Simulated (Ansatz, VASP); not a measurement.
This is a calculation of Bi for Ansatz 0.2.0.

input.yaml

```yaml
crystal:
  lattice:
    - [3.5117019713, -3.1533241543, 0.0]
    - [3.5117019713, 3.1533241543, 0.0]
    - [-1.2685811704, 0.0, 3.1341701374]
  atoms:
    - { symbol: Bi, position: [0.753061, 0.753061, 0.857382] }
    - { symbol: Bi, position: [0.246939, 0.246939, 0.142618] }
hamiltonian:
  xc: r2scan
  pseudopotentials: { kind: paw }
kpoints:
  mp_grid: { grid: [6, 6, 9] }
scf:
  occupations: { method: fermi_dirac, width: 0.05 }
output:
  forces: true
  stress: true
  eigenvalues: true
```

Potentials or basis: Ansatz PAW.

Launch:

```bash
$ ansatz run input.yaml --threads 2 --pin off --max-ram 5632MiB --backend cpu --events-out ev --progress --plain --runs-dir out
```

Task: Set up the same calculation for VASP 6.6.1. Potentials there: VASP PAW PBE potentials, release 64 (Bi_d).

Result: As run (the cutoff follows the program's own potentials):

The input POSCAR:

```
Bi
1.0
    3.5117019713     -3.1533241543      0.0000000000
    3.5117019713      3.1533241543      0.0000000000
   -1.2685811704      0.0000000000      3.1341701374
Bi
2
Direct
    0.7530610000      0.7530610000      0.8573820000
    0.2469390000      0.2469390000      0.1426180000
```

INCAR.step1

```
SYSTEM = Bi
ALGO = Normal
EDIFF = 1E-4
ENCUT = 520
GGA = PE
ISMEAR = -1
LASPH = .True.
LCHARG = .False.
LREAL = .False.
LWAVE = .True.
NBANDS = 22
NELM = 80
PREC = Accurate
SIGMA = 0.05
```

The input INCAR.step2:

```
SYSTEM = Bi
ALGO = Normal
EDIFF = 1E-7
ENCUT = 520
ISIF = 2
ISMEAR = -1
ISTART = 1
LASPH = .True.
LCHARG = .False.
LMIXTAU = .True.
LREAL = .False.
LWAVE = .False.
METAGGA = R2SCAN
NBANDS = 22
NELM = 80
PREC = Accurate
SIGMA = 0.05
```

The input KPOINTS:

```
k-points
0
Gamma
  6 6 9
  0 0 0
```

Potentials or basis: VASP PAW PBE potentials, release 64 (Bi_d).

The run is started by

```bash
$ cat potpaw_PBE.64/Bi_d/POTCAR > POTCAR
$ cp INCAR.step1 INCAR
$ mpirun -np 1 vasp_std > vasp.out
$ cp INCAR.step2 INCAR
$ mpirun -np 1 vasp_std > vasp.out
```

Both were run:

|  | VASP | Ansatz | Ansatz less VASP |
| --- | --- | --- | --- |
| gap on the k mesh at the Fermi level (eV) | none | none | - |
| pressure (GPa) | -1.8 | -1.7 | +0.04 |
| traceless stress, the component that is largest in VASP (GPa) | -0.59 | -0.59 | +0.004 |
| rms of the force components (eV/Å) | 0.099 | 0.101 | +0.0016 |

VASP's potentials were made for PBE, not for r2SCAN. Atom by atom the forces differ by 0.002 eV/Å (rms over components). A gap of «none» marks a metal or a gap that the smearing closes. With one functional, cell and mesh, what is left measures potentials, basis and numerics.

Neither program's run includes spin-orbit coupling.
